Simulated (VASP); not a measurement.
Crystal: Ru.

```
Ru
1.0
     2.42093    0.00000    0.00000
     0.00000    2.42093    0.00000
     0.00000    0.00000    2.42093
Ru
1
Direct
  0.00000 0.00000 0.00000
```

This isn't the form of Ru at room conditions, which is hcp.

| Item | Value |
| --- | --- |
| Program | VASP 6.6.1 |
| Task | relaxation of cell and atoms |
| Functional | PBE |
| Potentials or basis | VASP PAW PBE potentials, release 64 (Ru_pv) |
| Cutoff | 600 eV |
| k mesh | 8 × 8 × 8 |
| Occupations | gaussian, width 0.1 eV |
| Spin | no spin polarisation |

At the start: pressure 31.7 GPa; volume 14.19 Å³/atom.

Q: Where does the relaxation end?

A: Over 5 steps the energy falls by 145.3 meV/atom and the volume is 15.82 Å³/atom (+11.5 %); space group Pm-3m (No. 221, to 0.1 Å) before and after.

The path:
| step | energy change (eV) | largest force (eV/Å) | pressure (GPa) | volume (Å³) |
| --- | --- | --- | --- | --- |
| 1 | 0.0000 | 0.0000 | 31.69 | 14.19 |
| 2 | 0.4852 | 0.0000 | -31.06 | 20.77 |
| 3 | -0.1438 | 0.0000 | -2.50 | 16.00 |
| 4 | -0.1453 | 0.0000 | -0.41 | 15.85 |
| 5 | -0.1453 | 0.0000 | 0.08 | 15.82 |

Final structure:
```
Ru
1.0
     2.51012    0.00000    0.00000
     0.00000    2.51012    0.00000
     0.00000    0.00000    2.51012
Ru
1
Direct
  0.00000 0.00000 0.00000
```
